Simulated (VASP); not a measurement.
# RePd (an interface model) in VASP: single point with PBEsol

Aim: the single point of RePd (an interface model) with PBEsol.

All numbers are computed with VASP 6.6.1; they aren't measurements. Logs are shortened: lines on timing, memory, paths and dates and some standing lists are left out, and cuts for length are marked.

### Step 1. The cell of the first run

The cell holds layers of an interface, 8 atoms: a = 2.744 Å, b = 2.744 Å, c = 21.918 Å, α = 90.00°, β = 59.97°, γ = 120.00°.

### Step 2. Single point, PBEsol

INCAR reads:

```
SYSTEM = RePd
  PREC = Accurate
  ENCUT = 520
  EDIFF = 1E-6
  ISMEAR = 0
  SIGMA = 0.1
  LREAL = .FALSE.
  LASPH = .TRUE.
  NELM = 100
  ALGO = Normal
  ISIF = 2
  LWAVE = .FALSE.
  LCHARG = .FALSE.
  GGA = PS
  NBANDS = 44
  ISYM = 0
```

KPOINTS reads:

```
regular mesh
0
G
  15 15 2
  0 0 0
```

POSCAR reads:

```
RePd
1.0
    2.7439666764     -0.0000000386     -0.0006056075
   -1.3719833716      2.3763449068      0.0000000000
   10.9719167391      6.3346390828     17.8856470417
Re Pd
4 4
Direct
    0.5064245436      0.2532122718      0.0298319043
    0.5202428192      0.2601214096      0.1524604915
    0.5120779322      0.2560389661      0.2789793676
    0.5258962078      0.2629481039      0.4016079548
    0.5310031621      0.2655015811      0.5255269427
    0.5197083680      0.2598541840      0.6525507103
    0.5126123834      0.2563061917      0.7788891488
    0.5013175893      0.2506587946      0.9059129164
```

Potentials or basis: VASP PAW PBE potentials, release 64 (Re, Pd).

Command:

```sh
$ cat potpaw_PBE.64/Re/POTCAR potpaw_PBE.64/Pd/POTCAR > POTCAR
$ mpirun -np 1 vasp_std > vasp.out
```

OUTCAR:

```text
SYSTEM = RePd
   PREC = Accurate
   ENCUT = 520
   EDIFF = 1E-6
   ISMEAR = 0
   LREAL = .FALSE.
   LASPH = .TRUE.
   NELM = 100
   ISIF = 2
   GGA = PS
   ISYM = 0

 ion  position               nearest neighbor table
   1  0.506  0.253  0.030-   2 2.71   2 2.71   2 2.71   8 2.72   8 2.73   8 2.73
   2  0.520  0.260  0.152-   1 2.71   1 2.71   1 2.71   3 2.76   3 2.76   3 2.76
   3  0.512  0.256  0.279-   4 2.71   4 2.71   4 2.71   2 2.76   2 2.76   2 2.76
   4  0.526  0.263  0.402-   3 2.71   3 2.71   3 2.71   5 2.72   5 2.73   5 2.73
   5  0.531  0.266  0.526-   4 2.72   4 2.73   4 2.73   6 2.77   6 2.77   6 2.77
   6  0.520  0.260  0.653-   7 2.76   7 2.76   7 2.76   5 2.77   5 2.77   5 2.77
   7  0.513  0.256  0.779-   6 2.76   6 2.76   6 2.76   8 2.77   8 2.77   8 2.77
   8  0.501  0.251  0.906-   1 2.72   1 2.73   1 2.73   7 2.77   7 2.77   7 2.77

IMPORTANT INFORMATION: All symmetrisations will be switched off!
NOSYMM: (Re-)initialisation of all symmetry stuff for point group C_1.

----------------------------------------------------------------------------------------

                                     Primitive cell

  volume of cell :     116.6464

  direct lattice vectors                    reciprocal lattice vectors
     2.743966676 -0.000000039 -0.000605608     0.364370139  0.210369198 -0.298029574
    -1.371983372  2.376344907  0.000000000    -0.000032882  0.420795350 -0.149014787
    10.971916739  6.334639083 17.885647042     0.000012338  0.000007123  0.055900662

  length of vectors
     2.743966743  2.743966743 21.918188322     0.515599093  0.446401315  0.055900664

  position of ions in fractional coordinates (direct lattice)
     0.506424544  0.253212272  0.029831904
     0.520242819  0.260121410  0.152460492
     0.512077932  0.256038966  0.278979368
     0.525896208  0.262948104  0.401607955
     0.531003162  0.265501581  0.525526943
     0.519708368  0.259854184  0.652550710
     0.512612383  0.256306192  0.778889149
     0.501317589  0.250658795  0.905912916

  ion indices of the primitive-cell ions
   primitive index   ion index
                 1           1
                 2           2
                 3           3
                 4           4
                 5           5
                 6           6
                 7           7
                 8           8

----------------------------------------------------------------------------------------

 KPOINTS: regular mesh

Automatic generation of k-mesh.
 Grid dimensions read from file:
 generate k-points for:   15   15    2

 Generating k-lattice:

  Cartesian coordinates                     Fractional coordinates (reciprocal lattice)
     0.024291343  0.014024613 -0.019868638     0.066666667  0.000000000  0.000000000
    -0.000002192  0.028053023 -0.009934319     0.000000000  0.066666667  0.000000000
     0.000006169  0.000003562  0.027950331     0.000000000  0.000000000  0.500000000

  Length of vectors
     0.034373273  0.029760088  0.027950332

  Shift w.r.t. Gamma in fractional coordinates (k-lattice)
     0.000000000  0.000000000  0.000000000

 Subroutine IBZKPT returns following result:
 ===========================================

 Found    226 irreducible k-points:

 Following reciprocal coordinates:
            Coordinates               Weight
  0.000000  0.000000  0.000000      1.000000
  0.066667  0.000000 -0.000000      2.000000
  0.133333 -0.000000 -0.000000      2.000000
  0.200000  0.000000 -0.000000      2.000000
  0.266667 -0.000000 -0.000000      2.000000
  0.333333  0.000000 -0.000000      2.000000
[... 16 lines left out ...]
  0.466667  0.066667 -0.000000      2.000000
 -0.000000  0.133333 -0.000000      2.000000
 [... further k-points ...]
   k-points           NKPTS =    226   k-points in BZ     NKDIM =    226   number of bands    NBANDS=     44
   number of dos      NEDOS =    301   number of ions     NIONS =      8
   total plane-waves  NPLWV =  67200
   dimension x,y,z NGX =    20 NGY =   20 NGZ =  168
   dimension x,y,z NGXF=    40 NGYF=   40 NGZF=  336
   ions per type =               4   4
   NGX,Y,Z   is equivalent  to a cutoff of  12.12, 12.12, 12.74 a.u.
   NGXF,Y,Z  is equivalent  to a cutoff of  24.23, 24.23, 25.49 a.u.
 SYSTEM =  RePd
   PREC   = accura    normal or accurate (medium, high low for compatibility)
   ISTART =      0    job   : 0-new  1-cont  2-samecut
   ICHARG =      2    charge: 1-file 2-atom 10-const
   ISPIN  =      1    spin polarized calculation?
   LNONCOLLINEAR =      F non collinear calculations
   LSORBIT =      F    spin-orbit coupling
   LASPH  =      T    aspherical Exc in radial PAW
   ENCUT  =  520.0 eV  38.22 Ry    6.18 a.u.   5.10  5.10 40.75*2*pi/ulx,y,z
   NELM   =    100;   NELMIN=  2; NELMDL= -5     # of ELM steps
   EDIFF  = 0.1E-05   stopping-criterion for ELM
   LREAL  =      F    real-space projection
   EDIFFG = 0.1E-04   stopping-criterion for IOM
   NSW    =      0    number of steps for IOM
   IBRION =     -1    ionic relax: 0-MD 1-quasi-New 2-CG
   NFREE  =      0    steps in history (QN), initial steepest desc. (CG)
   ISIF   =      2    stress and relaxation
   ISYM   =      0    0-nonsym 1-usesym 2-fastsym
   POTIM  = 0.5000    time-step for ionic-motion
   TEBEG  =    0.0;   TEEND  =   0.0 temperature during run
   PSTRESS=    0.0 pullay stress
   NELECT =      68.0000    total number of electrons
   NUPDOWN=      -1.0000    fix difference up-down
   EMIN   =  10.00;   EMAX   =-10.00  energy-range for DOS
   EFERMI =   0.00;   METHOD = LEGACY
   ISMEAR =     0;   SIGMA  =   0.10  broadening in eV -4-tet -1-fermi 0-gaus
   EFERMI_NEDOS =   21; number of points for ismear=-14 and -15
   IALGO  =     38    algorithm
   IMIX   =      4    mixing-type and parameters
     AMIX     =   0.40;   BMIX     =  1.00
     AMIX_MAG =   1.60;   BMIX_MAG =  1.00
  volume/ion in A,a.u.               =      14.58        98.40
  Fermi-wavevector in a.u.,A,eV,Ry     =   1.367584  2.584359 25.446787  1.870286
  Thomas-Fermi vector in A             =   2.493624
   LORBIT       =      0    0 simple, 1 ext, 2 COOP (PROOUT), +10 PAW based schemes
   GGA     = PS    functional components
   LHFCALC =     F    Hartree Fock is set to
   AEXX    =    0.0000 exact exchange contribution
   IVDW    =     0    specifies the selected vdW correction
   LEPSILON=     F    determine dielectric tensor
   LRPA    =     F    only Hartree local field effects (RPA)
 non-spin polarized calculation
 Gauss-broadening in eV      SIGMA  =   0.10
  energy-cutoff  :      520.00
  volume of cell :      116.65
 maximum number of plane-waves:      3165
   NGX = 11   NGY = 11   NGZ = 81

 number of electron      68.0000002 magnetization

 Free energy of the ion-electron system (eV)
  ---------------------------------------------------
  ext. energy  EPLUGINS =         0.00000000
  ---------------------------------------------------
  free energy    TOTEN  =       -77.25814651 eV

  energy without entropy =      -77.21222055  energy(sigma->0) =      -77.23518353

 E-fermi :   9.0286     XC(G=0): -13.6613

 val. band max:        9.0285253486   @ k =   0.2000   0.0667  -0.0000
 cond. band min:       9.0298570865   @ k =   0.4000  -0.0000   0.5000
 fundamental gap:      0.0013317379
 Fermi energy:         9.0286399571

 k-point     1 :       0.0000    0.0000    0.0000
  band No.  band energies     occupation
      1      -0.7989      2.00000
      2       0.1707      2.00000
      3       1.2820      2.00000
      4       2.0029      2.00000
      5       2.2244      2.00000
      6       2.7486      2.00000
[... 36 lines left out ...]
     43      10.2746      0.00000
     44      10.2832      0.00000

 k-point     2 :       0.0667    0.0000   -0.0000
  band No.  band energies     occupation
      1      -0.6153      2.00000
      2       0.3322      2.00000
      3       1.5050      2.00000
      4       2.1112      2.00000
      5       2.3766      2.00000
      6       2.8971      2.00000
[... 36 lines left out ...]
     43      10.4339      0.00000
     44      10.5538      0.00000

 k-point     3 :       0.1333   -0.0000   -0.0000
  band No.  band energies     occupation
      1      -0.0958      2.00000
      2       0.8203      2.00000
      3       1.9509      2.00000
      4       2.5779      2.00000
      5       2.8391      2.00000
      6       3.2845      2.00000
[... 36 lines left out ...]
     43      10.5259      0.00000
     44      10.8844      0.00000

 k-point     4 :       0.2000    0.0000   -0.0000
  band No.  band energies     occupation
      1       0.6745      2.00000
      2       1.5068      2.00000
      3       2.4954      2.00000
      4       3.2541      2.00000
      5       3.3830      2.00000
      6       3.7263      2.00000
[... 882 lines left out ...]
     43      13.0925      0.00000
     44      13.5977      0.00000

 k-point    23 :       0.4667    0.0667   -0.0000
  band No.  band energies     occupation
      1       2.4567      2.00000
      2       2.4888      2.00000
      3       2.9981      2.00000
      4       3.1011      2.00000
      5       3.2427      2.00000
      6       3.6108      2.00000
[... 36 lines left out ...]
     43      13.2641      0.00000
     44      13.6702      0.00000

 k-point    24 :      -0.0000    0.1333   -0.0000
  band No.  band energies     occupation
      1      -0.0956      2.00000
      2       0.8177      2.00000
      3       1.9662      2.00000
      4       2.5556      2.00000
      5       2.8397      2.00000
      6       3.2866      2.00000
[... 36 lines left out ...]
     43      10.4826      0.00000
     44      10.9664      0.00000

 [... further k-points ...]
[... 5 lines left out ...]
  --------------------------------------------------------------------------------------
  -------------------------------------------------------------------------------------
  Total       -1.3082617     -1.2757351     -0.1655162     -0.0282982      0.0005940      0.0009655
  in kB      -17.9694114    -17.5226474     -2.2734198     -0.3886850      0.0081593      0.0132608
  external PRESSURE =     -12.5884928 kB  Pullay stress =       0.0000000 kB

 VOLUME and BASIS-vectors are now :
 -----------------------------------------------------------------------------
  energy-cutoff  :      520.00
  volume of cell :      116.65
      direct lattice vectors                 reciprocal lattice vectors
     2.743966676 -0.000000039 -0.000605608     0.364370139  0.210369198 -0.298029574
    -1.371983372  2.376344907  0.000000000    -0.000032882  0.420795350 -0.149014787
    10.971916739  6.334639083 17.885647042     0.000012338  0.000007123  0.055900662

 POSITION                                       TOTAL-FORCE (eV/Angst)
 -----------------------------------------------------------------------------------
      1.36952      0.79069      0.53326        -0.000643     -0.000368      0.010122
      2.74343      1.58392      2.72654         0.000345      0.000200     -0.028763
      4.11478      2.37567      4.98942        -0.000355     -0.000206      0.026438
      5.48869      3.16890      7.18270         0.000631      0.000362     -0.008748
      6.85883      3.95995      9.39907        -0.000179     -0.000110      0.013434
      8.22928      4.75118     11.67098         0.000015      0.000013     -0.000568
      9.60085      5.54305     13.93063        -0.000037     -0.000024      0.001021
     10.97130      6.33428     16.20254         0.000222      0.000133     -0.012937
 -----------------------------------------------------------------------------------
    total drift:                                0.000029      0.000014      0.000022

  FREE ENERGIE OF THE ION-ELECTRON SYSTEM (eV)
  ---------------------------------------------------
  free  energy   TOTEN  =       -77.2581465078 eV

  energy  without entropy=      -77.2122205453  energy(sigma->0) =      -77.23518353
```

Run time: 73 min. Hardware: 1 thread of Intel Xeon Platinum 8375C at 2.90GHz (Ice Lake), shared host; peak memory 0.92 GiB.

Results:

```yaml
Free_energy: -77.2581 eV
Pressure: -1.3 GPa
Largest_force: 0.029 eV/Å
Band_gap_on_the_k_mesh: zero (band 34 reaches 10.25 eV, above the bottom of band 35 at 8.02 eV)
```

Forces in eV/Å, atoms in the order of the input:
```
Re  -0.001  0.000  0.010
Re   0.000  0.000 -0.029
Re   0.000  0.000  0.026
Re   0.001  0.000 -0.009
Pd   0.000  0.000  0.013
Pd   0.000  0.000 -0.001
Pd   0.000  0.000  0.001
Pd   0.000  0.000 -0.013
```

Levels at points of the mesh, in eV from the Fermi level:
```csv
k point,band 31,band 32,band 33,band 34,band 35,band 36
"(0.00, 0.00, 0.00)",-1.22,-1.21,-1.16,-1.02,-1.01,-0.94
"(0.00, 0.00, 0.50)",-1.18,-1.18,-1.16,-1.15,-0.83,-0.83
```

Caveat: the PAW data sets were made with another functional, which shifts forces and pressure a little; spin-orbit coupling is left out, which moves the levels of the heavy elements.
